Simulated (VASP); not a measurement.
# CoSn (P6/mmm) in VASP: notebook

Runs on CoSn. Level: PBEsol. Tasks: single point, relaxation of shape and atoms at fixed volume.

Everything below comes from runs of VASP 6.6.1. Logs are shortened: lines on timing, memory, paths and dates and some standing lists are left out, and cuts for length are marked.

## (1) The cell of the first run

It takes space group P6/mmm (No. 191, hexagonal). Conventional cell: a = 5.220 Å, b = 5.220 Å, c = 4.168 Å, α = 90.00°, β = 90.00°, γ = 120.00°. Co (site symmetry mmm) has 6 Sn at 2.57 to 2.61 Å and 4 Co at 2.61 Å within 3.4 Å. Within 3.4 Å of Sn (site symmetry -6m2) lie 6 Co at 2.57 Å and 3 Sn at 3.01 Å. Within 3.4 Å of Sn (site symmetry 6/mmm) lie 6 Co at 2.61 Å.

## (2) Single point, PBEsol

Input file INCAR:

```
SYSTEM = CoSn
  PREC = Accurate
  ENCUT = 520
  EDIFF = 1E-6
  ISMEAR = 0
  SIGMA = 0.1
  LREAL = .FALSE.
  LASPH = .TRUE.
  NELM = 60
  ALGO = Fast
  ISIF = 2
  LWAVE = .FALSE.
  LCHARG = .FALSE.
  GGA = PS
  NBANDS = 81
```

Input file KPOINTS:

```
Automatic mesh
0
G
  12 12 6
  0 0 0
```

Input file POSCAR:

```
CoSn
1.0
    2.6098579102     -4.5204065011      0.0000000000
   -5.2197158205      0.0000000000      0.0000000000
    0.0000000000      0.0000000000     -8.3369437725
Co Sn
6 6
Direct
    0.5000000000      0.0000000000      0.5000000000
    0.5000000000      0.0000000000      0.0000000000
    0.5000000000      0.5000000000      0.5000000000
    0.5000000000      0.5000000000      0.0000000000
    0.0000000000      0.5000000000      0.0000000000
    0.0000000000      0.5000000000      0.5000000000
    0.6666666667      0.3333333333      0.2500000000
    0.6666666667      0.3333333333      0.7500000000
    0.3333333333      0.6666666667      0.2500000000
    0.3333333333      0.6666666667      0.7500000000
    0.0000000000      0.0000000000      0.5000000000
    0.0000000000      0.0000000000      1.0000000000
```

Potentials or basis: VASP PAW PBE potentials, release 64 (Co, Sn_d).

Started as:

```sh
> cat potpaw_PBE.64/Co/POTCAR potpaw_PBE.64/Sn_d/POTCAR > POTCAR
> mpirun -np 1 vasp_std > vasp.out
```

OUTCAR:

```text
SYSTEM = CoSn
   PREC = Accurate
   ENCUT = 520
   EDIFF = 1E-6
   ISMEAR = 0
   LREAL = .FALSE.
   LASPH = .TRUE.
   NELM = 60
   ISIF = 2
   GGA = PS

 ion  position               nearest neighbor table
   1  0.500  0.000  0.500-   7 2.57   8 2.57   9 2.57  10 2.57  11 2.61  11 2.61   3 2.61   3 2.61
                             6 2.61   6 2.61
   2  0.500  0.000  0.000-   7 2.57   8 2.57   9 2.57  10 2.57  12 2.61  12 2.61   4 2.61   4 2.61
                             5 2.61   5 2.61
   3  0.500  0.500  0.500-   7 2.57   8 2.57   9 2.57  10 2.57   6 2.61   6 2.61   1 2.61   1 2.61
                            11 2.61  11 2.61
   4  0.500  0.500  0.000-   7 2.57   8 2.57   9 2.57  10 2.57   5 2.61   5 2.61   2 2.61   2 2.61
                            12 2.61  12 2.61
   5  0.000  0.500  0.000-   7 2.57   8 2.57   9 2.57  10 2.57   4 2.61   4 2.61  12 2.61  12 2.61
                             2 2.61   2 2.61
   6  0.000  0.500  0.500-   7 2.57   8 2.57   9 2.57  10 2.57   3 2.61   3 2.61  11 2.61  11 2.61
                             1 2.61   1 2.61
   7  0.667  0.333  0.250-   5 2.57   6 2.57   1 2.57   2 2.57   3 2.57   4 2.57   9 3.01   9 3.01
                             9 3.01  12 3.66  11 3.66  11 3.66  12 3.66  11 3.66  12 3.66
   8  0.667  0.333  0.750-   5 2.57   6 2.57   1 2.57   2 2.57   3 2.57   4 2.57  10 3.01  10 3.01
                            10 3.01  12 3.66  11 3.66  11 3.66  12 3.66  11 3.66  12 3.66
   9  0.333  0.667  0.250-   5 2.57   6 2.57   1 2.57   2 2.57   3 2.57   4 2.57   7 3.01   7 3.01
                             7 3.01  12 3.66  11 3.66  12 3.66  11 3.66  12 3.66  11 3.66
  10  0.333  0.667  0.750-   5 2.57   6 2.57   1 2.57   2 2.57   3 2.57   4 2.57   8 3.01   8 3.01
                             8 3.01  12 3.66  11 3.66  12 3.66  11 3.66  12 3.66  11 3.66
  11  0.000  0.000  0.500-   1 2.61   1 2.61   6 2.61   6 2.61   3 2.61   3 2.61  10 3.66   7 3.66
                             8 3.66   9 3.66   7 3.66   9 3.66  10 3.66   8 3.66   9 3.66  10 3.66
  12  0.000  0.000  0.000-   2 2.61   2 2.61   5 2.61   5 2.61   4 2.61   4 2.61  10 3.66   7 3.66
                             8 3.66   9 3.66   7 3.66   9 3.66  10 3.66   8 3.66   9 3.66  10 3.66

  LATTYP: Found a hexagonal cell.
 ALAT       =     5.2197158205
 C/A-ratio  =     1.5972026178

  Lattice vectors:

 A1 = (   2.6098579102,  -4.5204065011,   0.0000000000)
 A2 = (  -5.2197158205,   0.0000000000,   0.0000000000)
 A3 = (   0.0000000000,   0.0000000000,  -8.3369437725)

Analysis of symmetry for initial positions (statically):
=====================================================================
 Subroutine PRICEL returns following result:

  LATTYP: Found a hexagonal cell.
 ALAT       =     5.2197158205
 C/A-ratio  =     0.7986013089

  Lattice vectors:

 A1 = (   2.6098579102,  -4.5204065011,   0.0000000000)
 A2 = (  -5.2197158205,   0.0000000000,   0.0000000000)
 A3 = (   0.0000000000,   0.0000000000,  -4.1684718862)

   2 primitive cells build up your supercell.

 Routine SETGRP: Setting up the symmetry group for a
 hexagonal supercell.

 Subroutine GETGRP returns: Found 24 space group operations
 (whereof 24 operations were pure point group operations)
 out of a pool of 24 trial point group operations.

The static configuration has the point symmetry D_6h.

Analysis of symmetry for dynamics (positions and initial velocities):
=====================================================================
 Subroutine PRICEL returns following result:

  LATTYP: Found a hexagonal cell.
 ALAT       =     5.2197158205
 C/A-ratio  =     0.7986013089

  Lattice vectors:

 A1 = (   2.6098579102,  -4.5204065011,   0.0000000000)
 A2 = (  -5.2197158205,   0.0000000000,   0.0000000000)
 A3 = (   0.0000000000,   0.0000000000,  -4.1684718862)

   2 primitive cells build up your supercell.

 Routine SETGRP: Setting up the symmetry group for a
 hexagonal supercell.

 Subroutine GETGRP returns: Found 24 space group operations
 (whereof 24 operations were pure point group operations)
 out of a pool of 24 trial point group operations.

The dynamic configuration has the point symmetry D_6h.

 Subroutine INISYM returns: Found 24 space group operations
 (whereof 24 operations are pure point group operations),
 and found     2 'primitive' translations

----------------------------------------------------------------------------------------

[... 32 lines left out ...]

Automatic generation of k-mesh.
 Grid dimensions read from file:
 generate k-points for:   12   12    6

 Generating k-lattice:

  Cartesian coordinates                     Fractional coordinates (reciprocal lattice)
     0.000000000 -0.018434920  0.000000000     0.083333333  0.000000000  0.000000000
    -0.015965109 -0.009217460  0.000000000    -0.000000000  0.083333333  0.000000000
     0.000000000  0.000000000 -0.019991339     0.000000000  0.000000000  0.166666667

  Length of vectors
     0.018434920  0.018434920  0.019991339

  Shift w.r.t. Gamma in fractional coordinates (k-lattice)
     0.000000000  0.000000000  0.000000000

 Subroutine IBZKPT returns following result:
 ===========================================

 Found     76 irreducible k-points:

 Following reciprocal coordinates:
            Coordinates               Weight
  0.000000  0.000000  0.000000      1.000000
  0.083333  0.000000  0.000000      6.000000
  0.166667  0.000000  0.000000      6.000000
  0.250000  0.000000  0.000000      6.000000
  0.333333  0.000000  0.000000      6.000000
  0.416667  0.000000  0.000000      6.000000
[... 16 lines left out ...]
  0.250000  0.000000  0.166667     12.000000
  0.333333  0.000000  0.166667     12.000000
 [... further k-points ...]
   k-points           NKPTS =     76   k-points in BZ     NKDIM =     76   number of bands    NBANDS=     81
   number of dos      NEDOS =    301   number of ions     NIONS =     12
   total plane-waves  NPLWV = 102400
   dimension x,y,z NGX =    40 NGY =   40 NGZ =   64
   dimension x,y,z NGXF=    80 NGYF=   80 NGZF=  128
   ions per type =               6   6
   NGX,Y,Z   is equivalent  to a cutoff of  12.74, 12.74, 12.76 a.u.
   NGXF,Y,Z  is equivalent  to a cutoff of  25.48, 25.48, 25.52 a.u.
 SYSTEM =  CoSn
   PREC   = accura    normal or accurate (medium, high low for compatibility)
   ISTART =      0    job   : 0-new  1-cont  2-samecut
   ICHARG =      2    charge: 1-file 2-atom 10-const
   ISPIN  =      1    spin polarized calculation?
   LNONCOLLINEAR =      F non collinear calculations
   LSORBIT =      F    spin-orbit coupling
   LASPH  =      T    aspherical Exc in radial PAW
   ENCUT  =  520.0 eV  38.22 Ry    6.18 a.u.   9.71  9.71 15.50*2*pi/ulx,y,z
   NELM   =     60;   NELMIN=  2; NELMDL= -5     # of ELM steps
   EDIFF  = 0.1E-05   stopping-criterion for ELM
   LREAL  =      F    real-space projection
   EDIFFG = 0.1E-04   stopping-criterion for IOM
   NSW    =      0    number of steps for IOM
   IBRION =     -1    ionic relax: 0-MD 1-quasi-New 2-CG
   NFREE  =      0    steps in history (QN), initial steepest desc. (CG)
   ISIF   =      2    stress and relaxation
   ISYM   =      2    0-nonsym 1-usesym 2-fastsym
   POTIM  = 0.5000    time-step for ionic-motion
   TEBEG  =    0.0;   TEEND  =   0.0 temperature during run
   PSTRESS=    0.0 pullay stress
   NELECT =     138.0000    total number of electrons
   NUPDOWN=      -1.0000    fix difference up-down
   EMIN   =  10.00;   EMAX   =-10.00  energy-range for DOS
   EFERMI =   0.00;   METHOD = LEGACY
   ISMEAR =     0;   SIGMA  =   0.10  broadening in eV -4-tet -1-fermi 0-gaus
   EFERMI_NEDOS =   21; number of points for ismear=-14 and -15
   IALGO  =     68    algorithm
   IMIX   =      4    mixing-type and parameters
     AMIX     =   0.40;   BMIX     =  1.00
     AMIX_MAG =   1.60;   BMIX_MAG =  1.00
  volume/ion in A,a.u.               =      16.39       110.62
  Fermi-wavevector in a.u.,A,eV,Ry     =   1.454646  2.748883 28.789878  2.115996
  Thomas-Fermi vector in A             =   2.571773
   LORBIT       =      0    0 simple, 1 ext, 2 COOP (PROOUT), +10 PAW based schemes
   GGA     = PS    functional components
   LHFCALC =     F    Hartree Fock is set to
   AEXX    =    0.0000 exact exchange contribution
   IVDW    =     0    specifies the selected vdW correction
   LEPSILON=     F    determine dielectric tensor
   LRPA    =     F    only Hartree local field effects (RPA)
 non-spin polarized calculation
 RMM-DIIS sequential band-by-band and
 Gauss-broadening in eV      SIGMA  =   0.10
  energy-cutoff  :      520.00
  volume of cell :      196.71
 maximum number of plane-waves:      5348
 NGX is ok and might be reduce to    40
   NGX = 19   NGY = 19   NGZ = 31

 number of electron     137.9999989 magnetization

 Free energy of the ion-electron system (eV)
  ---------------------------------------------------
  ext. energy  EPLUGINS =         0.00000000
  ---------------------------------------------------
  free energy    TOTEN  =       -73.94003857 eV

  energy without entropy =      -73.90638451  energy(sigma->0) =      -73.92321154

 E-fermi :  10.2022     XC(G=0): -12.0956

 val. band max:       10.1979254387   @ k =   0.0833   0.0000   0.1667
 cond. band min:      10.2054390841   @ k =   0.0833   0.0833   0.3333
 fundamental gap:      0.0075136454
 Fermi energy:        10.2022335036

 k-point     1 :       0.0000    0.0000    0.0000
  band No.  band energies     occupation
      1     -11.1935      2.00000
      2     -11.1720      2.00000
      3     -11.0957      2.00000
      4     -11.0957      2.00000
      5     -11.0927      2.00000
      6     -11.0927      2.00000
[... 2005 lines left out ...]
     80      14.2661      0.00000
     81      14.7018      0.00000

 [... further k-points ...]
[... 5 lines left out ...]
  --------------------------------------------------------------------------------------
  -------------------------------------------------------------------------------------
  Total       -0.1690001     -0.1690001     -0.2263317     -0.0000000      0.0000000     -0.0000000
  in kB       -1.3764684     -1.3764684     -1.8434215     -0.0000000      0.0000000     -0.0000000
  external PRESSURE =      -1.5321194 kB  Pullay stress =       0.0000000 kB

 VOLUME and BASIS-vectors are now :
 -----------------------------------------------------------------------------
  energy-cutoff  :      520.00
  volume of cell :      196.71
      direct lattice vectors                 reciprocal lattice vectors
     2.609857910 -4.520406501  0.000000000     0.000000000 -0.221219043  0.000000000
    -5.219715821  0.000000000  0.000000000    -0.191581311 -0.110609521  0.000000000
     0.000000000  0.000000000 -8.336943772     0.000000000  0.000000000 -0.119948032

 POSITION                                       TOTAL-FORCE (eV/Angst)
 -----------------------------------------------------------------------------------
      1.30493     -2.26020     -4.16847        -0.000000     -0.000000     -0.000000
      1.30493     -2.26020      0.00000        -0.000000     -0.000000     -0.000000
     -1.30493     -2.26020     -4.16847        -0.000000     -0.000000     -0.000000
     -1.30493     -2.26020      0.00000        -0.000000     -0.000000     -0.000000
     -2.60986      0.00000      0.00000        -0.000000     -0.000000     -0.000000
     -2.60986      0.00000     -4.16847        -0.000000     -0.000000     -0.000000
      0.00000     -3.01360     -2.08424         0.000000      0.000000      0.000000
      0.00000     -3.01360     -6.25271        -0.000000      0.000000     -0.000000
     -2.60986     -1.50680     -2.08424        -0.000000      0.000000      0.000000
     -2.60986     -1.50680     -6.25271        -0.000000     -0.000000      0.000000
      0.00000      0.00000     -4.16847        -0.000000     -0.000000     -0.000000
      0.00000      0.00000      0.00000        -0.000000     -0.000000     -0.000000
 -----------------------------------------------------------------------------------
    total drift:                               -0.000000      0.000000     -0.000000

  FREE ENERGIE OF THE ION-ELECTRON SYSTEM (eV)
  ---------------------------------------------------
  free  energy   TOTEN  =       -73.9400385719 eV

  energy  without entropy=      -73.9063845052  energy(sigma->0) =      -73.92321154
```

Run time: 40 min. Hardware: 1 thread of Oxide Virtual Turin-like, shared host; peak memory 0.88 GiB.

Results:

```yaml
Free_energy: -73.9400 eV
Pressure: -0.2 GPa
Band_gap_on_the_k_mesh: zero (bands 69 and 70 overlap by 0.93 eV)
```

Levels at points of the mesh, in eV from the Fermi level:
```tsv
k point	band 66	band 67	band 68	band 69	band 70	band 71	band 72	band 73
(0.00, 0.00, 0.00)	-0.45	-0.42	-0.42	-0.41	-0.41	-0.19	0.51	0.52
(0.50, 0.00, 0.00)	-0.45	-0.44	-0.42	-0.13	0.42	0.74	1.04	1.30
(0.00, 0.00, 0.50)	-0.45	-0.45	-0.45	0.46	0.46	0.51	0.51	0.55
(0.50, 0.00, 0.50)	-0.44	-0.43	-0.43	0.03	0.03	0.49	0.49	1.74
```

Caveat: the PAW data sets were made with another functional, which shifts forces and pressure a little; spin-orbit coupling is left out, which moves the levels of the heavy elements; the run has no spin polarisation, though such a crystal can be magnetic. Spin polarisation is off, so any magnetic state and its effect on volume and gap are missing.

[end of part 1 of 2]
